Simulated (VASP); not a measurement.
Input of a VASP 6.6.1 run:

INCAR

```
SYSTEM = C
ALGO = Normal
EDIFF = 1E-6
EDIFFG = -0.02
ENCUT = 600
GGA = PE
IBRION = 2
ISIF = 3
ISMEAR = -1
LASPH = .True.
LCHARG = .False.
LREAL = .False.
LWAVE = .False.
NELM = 100
NSW = 80
PREC = Accurate
PSTRESS = 100.0
SIGMA = 0.1
```

KPOINTS

```
k-points
0
Gamma
  11 11 11
  0 0 0
```

File POSCAR:

```
C
1.0
    1.9500000000      0.0000000000      0.0000000000
    0.0000000000      1.9500000000      0.0000000000
    0.0000000000      0.0000000000      1.9500000000
C
1
Direct
    0.0000000000      0.0000000000      0.0000000000
```

Potentials or basis: VASP PAW PBE potentials, release 64 (C).

Run with:

```bash
$ cat potpaw_PBE.64/C/POTCAR > POTCAR
$ mpirun -np 1 vasp_std > vasp.out
```

Question: What does it give for the relaxed cell?

Answer: a = 1.748 Å, b = 1.748 Å, c = 1.748 Å, α = 90.00°, β = 90.00°, γ = 90.00°.

Question: Predict the relaxed volume.

Answer: 5.34 Å³/atom.

Question: Estimate the band gap on the k mesh.

Answer: Zero (band 2 reaches 21.22 eV, above the bottom of band 3 at 9.91 eV).

Final structure:
```cif
data_structure
_symmetry_space_group_name_H-M 'P 1'
_symmetry_Int_Tables_number 1
_cell_length_a 1.7481
_cell_length_b 1.7481
_cell_length_c 1.7481
_cell_angle_alpha 90.000
_cell_angle_beta 90.000
_cell_angle_gamma 90.000
_cell_volume 5.34
loop_
_atom_site_label
_atom_site_type_symbol
_atom_site_fract_x
_atom_site_fract_y
_atom_site_fract_z
_atom_site_occupancy
C1 C 0.00000 0.00000 0.00000 1
```

Caveat: the cell is relaxed towards a set pressure, so the enthalpy falls and the energy may rise; the volume moved by over 15 % at a fixed basis, so the end points are rough.
